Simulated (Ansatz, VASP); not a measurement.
# WSe2 in VASP and in Ansatz

```xyz
6
Lattice="3.2790 0.0000 0.0000 -1.6395 2.8397 0.0000 0.0000 0.0000 12.7886" Properties=species:S:1:pos:R:3 pbc="T T T"
W     0.0000    1.8931    3.1972
W     1.6395    0.9466    9.5915
Se    0.0647    1.9305    7.8406
Se    1.6395    0.9466    1.5128
Se    0.0000    1.8931   11.2758
Se    1.6395    0.9466    4.8815
```

Alike in both runs: task single point; functional PBE; dispersion D3(BJ); k mesh 12 × 12 × 2; occupations gaussian, width 0.05 eV; no spin polarisation.

|  | VASP | Ansatz |
| --- | --- | --- |
| version | VASP 6.6.1 | Ansatz 0.2.0 |
| potentials or method | VASP PAW PBE potentials, release 64 (W_sv, Se), cutoff 520 eV | scalar-relativistic, plane waves, PAW |
| valence electrons in the cell | 52 | 92 |

```tsv
	VASP	Ansatz	Ansatz less VASP
gap on the k mesh at the Fermi level (eV)	0.85	0.86	+0.005
least direct gap on the mesh (eV)	1.53	1.53	+0.004
pressure (GPa)	-1.0	-1.3	-0.31
traceless stress, the component that is largest in VASP (GPa)	0.98	0.97	-0.005
rms of the force components (eV/Å)	0.345	0.351	+0.0055
```

Atom by atom the forces differ by 0.022 eV/Å (rms over components). VASP's potentials hold 52 valence electrons a cell and Ansatz's 92, so a difference there can come from the potentials and not from the codes.

Spin-orbit coupling is off throughout.
